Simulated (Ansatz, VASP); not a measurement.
## CdS: VASP beside Ansatz

```
Cd S
1.0
    -0.04762    2.93921    2.93921
     2.93921   -0.04762    2.93921
     2.89160    2.89160    0.00000
Cd S
1 1
Direct
  0.99642 0.99642 0.00358
  0.25358 0.25358 0.24642
```

Change from the starting cell: shear_xy strain -3.2%.

Alike in both runs: task single point; functional PBE; k mesh 8 × 8 × 8; occupations fermi-dirac, width 0.02 eV; no spin polarisation.

|  | VASP | Ansatz |
| --- | --- | --- |
| version | VASP 6.6.1 | Ansatz 0.2.0 |
| potentials or method | VASP PAW PBE potentials, release 64 (Cd_sv_GW, S) | plane waves, PAW |
| plane-wave cutoff (eV) | 630 | 420 |
| valence electrons in the cell | 26 | 26 |

```tsv
	VASP	Ansatz	Ansatz less VASP
gap on the k mesh at the Fermi level (eV)	1.02	1.03	+0.001
pressure (GPa)	1.2	1.4	+0.12
traceless stress, the component that is largest in VASP (GPa)	0.81	0.81	+0.003
```
